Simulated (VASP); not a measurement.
# Ti2B (I4/mcm) in VASP: notebook

Runs on Ti2B. Level: PBE. Tasks: single point.

All numbers are computed with VASP 6.6.1; they aren't measurements. Logs are shortened: lines on timing, memory, paths and dates and some standing lists are left out, and cuts for length are marked.

## Step 1: The cell of the first run

The structure is tetragonal, space group I4/mcm (No. 140). The conventional cell has a = 5.658 Å, b = 5.658 Å, c = 4.737 Å, α = 90.00°, β = 90.00°, γ = 90.00°. Within 3.2 Å of Ti (site symmetry m2m) lie 4 B at 2.42 Å and 11 Ti at 2.63 to 3.01 Å. Within 3.1 Å of B (site symmetry 422) lie 2 B at 2.37 Å and 8 Ti at 2.42 Å.

## Step 2: Single point, PBE

INCAR

```
SYSTEM = Ti2B
ALGO = Normal ; EDIFF = 1E-6
ENCUT = 520 ; GGA = PE
ISIF = 2 ; ISMEAR = -1
LASPH = .TRUE. ; LCHARG = .TRUE.
LELF = .TRUE. ; LREAL = .FALSE.
LVHAR = .TRUE. ; LWAVE = .FALSE.
NBANDS = 36 ; NELM = 100
PREC = Accurate ; SIGMA = 0.1
```

KPOINTS

```
k-points
0
G
  5 5 5
  0 0 0
```

POSCAR

```
Ti2B
1.0
   -2.8290690000      2.8290690000      2.3682650000
    2.8290690000     -2.8290690000      2.3682650000
    2.8290690000      2.8290690000     -2.3682650000
Ti B
4 2
Direct
    0.6644000000      0.1644000000      0.8288000000
    0.3356000000      0.8356000000      0.1712000000
    0.8356000000      0.6644000000      0.5000000000
    0.1644000000      0.3356000000      0.5000000000
    0.7500000000      0.7500000000      0.0000000000
    0.2500000000      0.2500000000      0.0000000000
```

Potentials or basis: VASP PAW PBE potentials, release 64 (Ti_sv, B).

On the command line:

```
$ cat potpaw_PBE.64/Ti_sv/POTCAR potpaw_PBE.64/B/POTCAR > POTCAR
$ mpirun -np 1 vasp_std > vasp.out
```

OUTCAR:

```text
SYSTEM = Ti2B
   EDIFF = 1E-6
   ENCUT = 520
   GGA = PE
   ISIF = 2
   ISMEAR = -1
   LASPH = .TRUE.
   LREAL = .FALSE.
   NELM = 100
   PREC = Accurate

 ion  position               nearest neighbor table
   1  0.664  0.164  0.829-   6 2.42   5 2.42   5 2.42   6 2.42   2 2.63   2 2.74   2 2.74
   2  0.336  0.836  0.171-   5 2.42   6 2.42   6 2.42   5 2.42   1 2.63   1 2.74   1 2.74
   3  0.836  0.664  0.500-   6 2.42   5 2.42   5 2.42   6 2.42   4 2.63   4 2.74   4 2.74
   4  0.164  0.336  0.500-   5 2.42   6 2.42   6 2.42   5 2.42   3 2.63   3 2.74   3 2.74
   5  0.750  0.750  0.000-   2 2.42   4 2.42   1 2.42   2 2.42   3 2.42   3 2.42   1 2.42   4 2.42

   6  0.250  0.250  0.000-   3 2.42   2 2.42   1 2.42   2 2.42   4 2.42   4 2.42   3 2.42   1 2.42

  LATTYP: Found a body centered tetragonal cell.
 ALAT       =     5.6581380000
 C/A-ratio  =     0.8371181473

  Lattice vectors:

 A1 = (  -2.8290690000,   2.8290690000,   2.3682650000)
 A2 = (   2.8290690000,  -2.8290690000,   2.3682650000)
 A3 = (   2.8290690000,   2.8290690000,  -2.3682650000)

Analysis of symmetry for initial positions (statically):
=====================================================================
 Subroutine PRICEL returns:
 Original cell was already a primitive cell.

 Routine SETGRP: Setting up the symmetry group for a
 body centered tetragonal supercell.

 Subroutine GETGRP returns: Found 16 space group operations
 (whereof  8 operations were pure point group operations)
 out of a pool of 16 trial point group operations.

The static configuration has the point symmetry C_4h.
 The point group associated with its full space group is D_4h.

Analysis of symmetry for dynamics (positions and initial velocities):
=====================================================================
 Subroutine PRICEL returns:
 Original cell was already a primitive cell.

 Routine SETGRP: Setting up the symmetry group for a
 body centered tetragonal supercell.

 Subroutine GETGRP returns: Found 16 space group operations
 (whereof  8 operations were pure point group operations)
 out of a pool of 16 trial point group operations.

The dynamic configuration has the point symmetry C_4h.
 The point group associated with its full space group is D_4h.

 Subroutine INISYM returns: Found 16 space group operations
 (whereof  8 operations are pure point group operations),
 and found     1 'primitive' translations

----------------------------------------------------------------------------------------

                                     Primitive cell

  volume of cell :      75.8189

  direct lattice vectors                    reciprocal lattice vectors
    -2.829069000  2.829069000  2.368265000     0.000000000  0.176736587  0.211125022
     2.829069000 -2.829069000  2.368265000     0.176736587  0.000000000  0.211125022
     2.829069000  2.829069000 -2.368265000     0.176736587  0.176736587  0.000000000

  length of vectors
     4.649294777  4.649294777  4.649294777     0.275335425  0.275335425  0.249943279

  position of ions in fractional coordinates (direct lattice)
     0.664400000  0.164400000  0.828800000
     0.335600000  0.835600000  0.171200000
     0.835600000  0.664400000  0.500000000
     0.164400000  0.335600000  0.500000000
     0.750000000  0.750000000  0.000000000
     0.250000000  0.250000000  0.000000000

  ion indices of the primitive-cell ions
   primitive index   ion index
                 1           1
                 2           2
                 3           3
                 4           4
                 5           5
                 6           6

----------------------------------------------------------------------------------------

 KPOINTS: k-points

Automatic generation of k-mesh.
 Grid dimensions read from file:
 generate k-points for:    5    5    5

 Generating k-lattice:

  Cartesian coordinates                     Fractional coordinates (reciprocal lattice)
     0.000000000  0.035347317  0.042225004     0.200000000  0.000000000  0.000000000
     0.035347317  0.000000000  0.042225004     0.000000000  0.200000000  0.000000000
     0.035347317  0.035347317  0.000000000     0.000000000  0.000000000  0.200000000

  Length of vectors
     0.055067085  0.055067085  0.049988656

  Shift w.r.t. Gamma in fractional coordinates (k-lattice)
     0.000000000  0.000000000  0.000000000

 Subroutine IBZKPT returns following result:
 ===========================================

 Found     18 irreducible k-points:

 Following reciprocal coordinates:
            Coordinates               Weight
  0.000000  0.000000  0.000000      1.000000
  0.200000 -0.000000  0.000000      8.000000
  0.400000  0.000000  0.000000      8.000000
  0.200000  0.200000  0.000000      8.000000
  0.400000  0.200000  0.000000     16.000000
 -0.400000  0.200000 -0.000000     16.000000
[... 10 lines left out ...]
 -0.400000  0.400000  0.400000      4.000000
 -0.400000 -0.400000  0.400000      2.000000
   k-points           NKPTS =     18   k-points in BZ     NKDIM =     18   number of bands    NBANDS=     36
   number of dos      NEDOS =    301   number of ions     NIONS =      6
   total plane-waves  NPLWV =  46656
   dimension x,y,z NGX =    36 NGY =   36 NGZ =   36
   dimension x,y,z NGXF=    72 NGYF=   72 NGZF=   72
   ions per type =               4   2
   NGX,Y,Z   is equivalent  to a cutoff of  12.87, 12.87, 12.87 a.u.
   NGXF,Y,Z  is equivalent  to a cutoff of  25.75, 25.75, 25.75 a.u.
 SYSTEM =  Ti2B
   PREC   = accura    normal or accurate (medium, high low for compatibility)
   ISTART =      0    job   : 0-new  1-cont  2-samecut
   ICHARG =      2    charge: 1-file 2-atom 10-const
   ISPIN  =      1    spin polarized calculation?
   LNONCOLLINEAR =      F non collinear calculations
   LSORBIT =      F    spin-orbit coupling
   LASPH  =      T    aspherical Exc in radial PAW
   ENCUT  =  520.0 eV  38.22 Ry    6.18 a.u.   8.64  8.64  8.64*2*pi/ulx,y,z
   NELM   =    100;   NELMIN=  2; NELMDL= -5     # of ELM steps
   EDIFF  = 0.1E-05   stopping-criterion for ELM
   LREAL  =      F    real-space projection
   EDIFFG = 0.1E-04   stopping-criterion for IOM
   NSW    =      0    number of steps for IOM
   IBRION =     -1    ionic relax: 0-MD 1-quasi-New 2-CG
   NFREE  =      0    steps in history (QN), initial steepest desc. (CG)
   ISIF   =      2    stress and relaxation
   ISYM   =      2    0-nonsym 1-usesym 2-fastsym
   POTIM  = 0.5000    time-step for ionic-motion
   TEBEG  =    0.0;   TEEND  =   0.0 temperature during run
   PSTRESS=    0.0 pullay stress
   NELECT =      54.0000    total number of electrons
   NUPDOWN=      -1.0000    fix difference up-down
   EMIN   =  10.00;   EMAX   =-10.00  energy-range for DOS
   EFERMI =   0.00;   METHOD = LEGACY
   ISMEAR =    -1;   SIGMA  =   0.10  broadening in eV -4-tet -1-fermi 0-gaus
   EFERMI_NEDOS =   21; number of points for ismear=-14 and -15
   IALGO  =     38    algorithm
   IMIX   =      4    mixing-type and parameters
     AMIX     =   0.40;   BMIX     =  1.00
     AMIX_MAG =   1.60;   BMIX_MAG =  1.00
  volume/ion in A,a.u.               =      12.64        85.28
  Fermi-wavevector in a.u.,A,eV,Ry     =   1.461999  2.762777 29.081636  2.137440
  Thomas-Fermi vector in A             =   2.578264
   LORBIT       =      0    0 simple, 1 ext, 2 COOP (PROOUT), +10 PAW based schemes
   GGA     = PE    functional components
   LHFCALC =     F    Hartree Fock is set to
   AEXX    =    0.0000 exact exchange contribution
   IVDW    =     0    specifies the selected vdW correction
   LEPSILON=     F    determine dielectric tensor
   LRPA    =     F    only Hartree local field effects (RPA)
 non-spin polarized calculation
  energy-cutoff  :      520.00
  volume of cell :       75.82
 maximum number of plane-waves:      2065
   NGX = 17   NGY = 17   NGZ = 17

 number of electron      53.9999994 magnetization

 Free energy of the ion-electron system (eV)
  ---------------------------------------------------
  ext. energy  EPLUGINS =         0.00000000
  ---------------------------------------------------
  free energy    TOTEN  =       -47.24386778 eV

  energy without entropy =      -47.04770882  energy(sigma->0) =      -47.14578830

 E-fermi :   8.4287     XC(G=0): -12.1250

 val. band max:        8.4161039362   @ k =  -0.4000   0.4000   0.2000
 cond. band min:       8.4545942094   @ k =  -0.4000   0.4000   0.0000
 fundamental gap:      0.0384902732
 Fermi energy:         8.4287282425

 k-point     1 :       0.0000    0.0000    0.0000
  band No.  band energies     occupation
      1     -47.7677      2.00000
      2     -47.6531      2.00000
      3     -47.5670      2.00000
      4     -47.5670      2.00000
      5     -24.2507      2.00000
      6     -24.1242      2.00000
[... 28 lines left out ...]
     35      11.8251      0.00000
     36      11.8251      0.00000

 k-point     2 :       0.2000   -0.0000    0.0000
  band No.  band energies     occupation
      1     -47.7477      2.00000
      2     -47.6516      2.00000
      3     -47.5796      2.00000
      4     -47.5764      2.00000
      5     -24.2810      2.00000
      6     -24.1973      2.00000
[... 28 lines left out ...]
     35      11.7248      0.00000
     36      11.7880      0.00000

 k-point     3 :       0.4000    0.0000    0.0000
  band No.  band energies     occupation
      1     -47.6991      2.00000
      2     -47.6563      2.00000
      3     -47.6041      2.00000
      4     -47.5968      2.00000
      5     -24.3030      2.00000
      6     -24.2743      2.00000
[... 28 lines left out ...]
     35      11.6102      0.00000
     36      11.7898      0.00000

 k-point     4 :       0.2000    0.2000    0.0000
  band No.  band energies     occupation
      1     -47.7101      2.00000
      2     -47.6497      2.00000
      3     -47.6008      2.00000
      4     -47.5955      2.00000
      5     -24.3313      2.00000
      6     -24.2129      2.00000
[... 28 lines left out ...]
     35      11.6961      0.00000
     36      11.7063      0.00000

 k-point     5 :       0.4000    0.2000    0.0000
  band No.  band energies     occupation
      1     -47.6784      2.00000
      2     -47.6628      2.00000
      3     -47.6167      2.00000
      4     -47.5985      2.00000
      5     -24.3184      2.00000
      6     -24.2152      2.00000
[... 421 lines left out ...]
 k-point    16 :      -0.2000   -0.2000    0.2000
  band No.  band energies     occupation
      1     -47.7212      2.00000
      2     -47.6441      2.00000
      3     -47.5954      2.00000
      4     -47.5954      2.00000
      5     -24.3631      2.00000
      6     -24.1321      2.00000
[... 28 lines left out ...]
     35      11.5851      0.00000
     36      11.5861      0.00000

 k-point    17 :      -0.4000    0.4000    0.4000
  band No.  band energies     occupation
      1     -47.6735      2.00000
      2     -47.6529      2.00000
      3     -47.6220      2.00000
      4     -47.6081      2.00000
      5     -24.3218      2.00000
      6     -24.2608      2.00000
[... 28 lines left out ...]
     35      11.5070      0.00000
     36      11.5333      0.00000

 k-point    18 :      -0.4000   -0.4000    0.4000
  band No.  band energies     occupation
      1     -47.6450      2.00000
      2     -47.6410      2.00000
      3     -47.6410      2.00000
      4     -47.6296      2.00000
      5     -24.3169      2.00000
      6     -24.2726      2.00000
[... 28 lines left out ...]
     35      10.9990      0.00000
     36      12.2476      0.00000

------------------------ aborting loop because EDIFF is reached ----------------------------------------

  FORCE on cell =-STRESS in cart. coord.  units (eV):
  Direction    XX          YY          ZZ          XY          YZ          ZX
  --------------------------------------------------------------------------------------
  -------------------------------------------------------------------------------------
  Total        0.3095417      0.3095417      0.5164880      0.0000000     -0.0000000      0.0000000
  in kB        6.5411230      6.5411230     10.9142394      0.0000000     -0.0000000      0.0000000
  external PRESSURE =       7.9988285 kB  Pullay stress =       0.0000000 kB

 VOLUME and BASIS-vectors are now :
 -----------------------------------------------------------------------------
  energy-cutoff  :      520.00
  volume of cell :       75.82
      direct lattice vectors                 reciprocal lattice vectors
    -2.829069000  2.829069000  2.368265000     0.000000000  0.176736587  0.211125022
     2.829069000 -2.829069000  2.368265000     0.176736587  0.000000000  0.211125022
     2.829069000  2.829069000 -2.368265000     0.176736587  0.176736587  0.000000000

 POSITION                                       TOTAL-FORCE (eV/Angst)
 -----------------------------------------------------------------------------------
      0.93020      3.75927      0.00000         0.083290      0.083290      0.000000
      1.89887     -0.93020      2.36827        -0.083290     -0.083290     -0.000000
      0.93020      1.89887      2.36827         0.083290     -0.083290     -0.000000
      1.89887      0.93020      0.00000        -0.083290      0.083290     -0.000000
      0.00000      0.00000      3.55240         0.000000      0.000000     -0.000000
      0.00000      0.00000      1.18413         0.000000      0.000000     -0.000000
 -----------------------------------------------------------------------------------
    total drift:                               -0.000000     -0.000000      0.000000

  FREE ENERGIE OF THE ION-ELECTRON SYSTEM (eV)
  ---------------------------------------------------
  free  energy   TOTEN  =       -47.2438677769 eV

  energy  without entropy=      -47.0477088155  energy(sigma->0) =      -47.14578830
```

Run time: 29 s. Hardware: 1 thread of Intel Xeon 6975P-C (Granite Rapids), shared host; peak memory 0.21 GiB.

What came out:

- Free energy: -47.2439 eV
- Pressure: 0.8 GPa
- Largest force: 0.118 eV/Å
- Band gap on the k mesh: zero (band 27 reaches 8.89 eV, above the bottom of band 28 at 8.18 eV)

Forces on the atoms (eV/Å):
```
Ti   0.083  0.083  0.000
Ti  -0.083 -0.083  0.000
Ti   0.083 -0.083  0.000
Ti  -0.083  0.083  0.000
B    0.000  0.000  0.000
B    0.000  0.000  0.000
```

Stress tensor (GPa, compression positive):
```
0.65 0.00 0.00
0.00 0.65 0.00
0.00 0.00 1.09
```

## Step 3: Single point, PBE

INCAR

```
ALGO = Normal ; EDIFF = 1E-6
ENCUT = 520 ; GGA = PE
ISIF = 2 ; ISMEAR = -1
LASPH = T ; LCHARG = F
LREAL = F ; LWAVE = F
NBANDS = 36 ; NELM = 100
PREC = Accurate ; SIGMA = 0.1
```

KPOINTS

```
k-points
0
Gamma
  6 6 6
```

POSCAR is that of step 2.

Potentials or basis: VASP PAW PBE potentials, release 64 (Ti_sv, B).

On the command line:

```
$ cat potpaw_PBE.64/Ti_sv/POTCAR potpaw_PBE.64/B/POTCAR > POTCAR
$ mpirun -np 1 vasp_std > vasp.out
```

OUTCAR:

```text
EDIFF = 1E-6
   ENCUT = 520
   GGA = PE
   ISIF = 2
   ISMEAR = -1
   LASPH = T
   LREAL = F
   NELM = 100
   PREC = Accurate

 ion  position               nearest neighbor table
   1  0.664  0.164  0.829-   6 2.42   5 2.42   5 2.42   6 2.42   2 2.63   2 2.74   2 2.74
   2  0.336  0.836  0.171-   5 2.42   6 2.42   6 2.42   5 2.42   1 2.63   1 2.74   1 2.74
   3  0.836  0.664  0.500-   6 2.42   5 2.42   5 2.42   6 2.42   4 2.63   4 2.74   4 2.74
   4  0.164  0.336  0.500-   5 2.42   6 2.42   6 2.42   5 2.42   3 2.63   3 2.74   3 2.74
   5  0.750  0.750  0.000-   2 2.42   4 2.42   1 2.42   2 2.42   3 2.42   3 2.42   1 2.42   4 2.42

   6  0.250  0.250  0.000-   3 2.42   2 2.42   1 2.42   2 2.42   4 2.42   4 2.42   3 2.42   1 2.42

  LATTYP: Found a body centered tetragonal cell.
 ALAT       =     5.6581380000
 C/A-ratio  =     0.8371181473

  Lattice vectors:

 A1 = (  -2.8290690000,   2.8290690000,   2.3682650000)
 A2 = (   2.8290690000,  -2.8290690000,   2.3682650000)
 A3 = (   2.8290690000,   2.8290690000,  -2.3682650000)

Analysis of symmetry for initial positions (statically):
=====================================================================
 Subroutine PRICEL returns:
 Original cell was already a primitive cell.

[... 178 lines left out ...]

 E-fermi :   8.4223     XC(G=0): -12.1243

 val. band max:        8.4148505954   @ k =   0.0000   0.0000   0.0000
 cond. band min:       8.4732875053   @ k =  -0.3333   0.3333   0.3333
 fundamental gap:      0.0584369098
 Fermi energy:         8.4222836191

 k-point     1 :       0.0000    0.0000    0.0000
  band No.  band energies     occupation
      1     -47.7601      2.00000
      2     -47.6454      2.00000
      3     -47.5593      2.00000
      4     -47.5593      2.00000
      5     -24.2462      2.00000
      6     -24.1197      2.00000
[... 925 lines left out ...]
     35      11.6862      0.00000
     36      11.8199      0.00000

 [... further k-points ...]
[... 5 lines left out ...]
  --------------------------------------------------------------------------------------
  -------------------------------------------------------------------------------------
  Total        0.1169029      0.1169029      0.7329153      0.0000000      0.0000000      0.0000000
  in kB        2.4703511      2.4703511     15.4877030      0.0000000      0.0000000      0.0000000
  external PRESSURE =       6.8094684 kB  Pullay stress =       0.0000000 kB

 VOLUME and BASIS-vectors are now :
 -----------------------------------------------------------------------------
  energy-cutoff  :      520.00
  volume of cell :       75.82
      direct lattice vectors                 reciprocal lattice vectors
    -2.829069000  2.829069000  2.368265000     0.000000000  0.176736587  0.211125022
     2.829069000 -2.829069000  2.368265000     0.176736587  0.000000000  0.211125022
     2.829069000  2.829069000 -2.368265000     0.176736587  0.176736587  0.000000000

 POSITION                                       TOTAL-FORCE (eV/Angst)
 -----------------------------------------------------------------------------------
      0.93020      3.75927      0.00000         0.123069      0.123069      0.000000
      1.89887     -0.93020      2.36827        -0.123069     -0.123069     -0.000000
      0.93020      1.89887      2.36827         0.123069     -0.123069     -0.000000
      1.89887      0.93020      0.00000        -0.123069      0.123069     -0.000000
      0.00000      0.00000      3.55240        -0.000000      0.000000     -0.000000
      0.00000      0.00000      1.18413        -0.000000      0.000000     -0.000000
 -----------------------------------------------------------------------------------
    total drift:                               -0.000000     -0.000000      0.000000

  FREE ENERGIE OF THE ION-ELECTRON SYSTEM (eV)
  ---------------------------------------------------
  free  energy   TOTEN  =       -47.2424710546 eV

  energy  without entropy=      -47.0385644208  energy(sigma->0) =      -47.14051774
```

It took 42 s on 1 thread of Intel Xeon 6975P-C (Granite Rapids), shared host; peak memory 0.22 GiB.

What came out:

```yaml
Free_energy: -47.2425 eV
Pressure: 0.7 GPa
Largest_force: 0.174 eV/Å
Band_gap_on_the_k_mesh: zero (band 27 reaches 9.23 eV, above the bottom of band 28 at 8.24 eV)
```

Forces in eV/Å, atoms in the order of the input:
```
Ti   0.123  0.123  0.000
Ti  -0.123 -0.123  0.000
Ti   0.123 -0.123  0.000
Ti  -0.123  0.123  0.000
B    0.000  0.000  0.000
B    0.000  0.000  0.000
```

(Part 1 of 2 ends here.)
